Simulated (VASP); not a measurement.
A run of VASP 6.6.1:

INCAR

```
SYSTEM = Cu
  ALGO = Fast
  EDIFF = 1E-6
  ENCUT = 520
  GGA = PE
  ISIF = 2
  ISMEAR = 0
  LASPH = .True.
  LCHARG = .True.
  LELF = .True.
  LREAL = .False.
  LVHAR = .True.
  LWAVE = .False.
  NBANDS = 18
  NELM = 80
  PREC = Accurate
  SIGMA = 0.15
```

KPOINTS

```
k-points
0
Gamma
  20 20 20
  0 0 0
```

File POSCAR:

```
Cu
1.0
    1.1813595507     -4.0017437034      0.0000000000
    1.1813595507      4.0017437034      0.0000000000
    0.0000000000      0.0000000000      2.4960348247
Cu
2
Direct
    0.1340351705      0.8659648295      0.2500000000
    0.8659648295      0.1340351705      0.7500000000
```

Potentials or basis: VASP PAW PBE potentials, release 64 (Cu).

Launch:

```sh
$ cat potpaw_PBE.64/Cu/POTCAR > POTCAR
$ mpirun -np 1 vasp_std > vasp.out
```

Hardware: 1 thread of Intel Xeon 8259CL (shared host).

Problem. How long does it take, and how much memory?

Solution. Run time: 14 min on 1 thread of Intel Xeon 8259CL (shared host), peak memory 0.52 GiB. Counts: scf iterations 14, k points 1221.
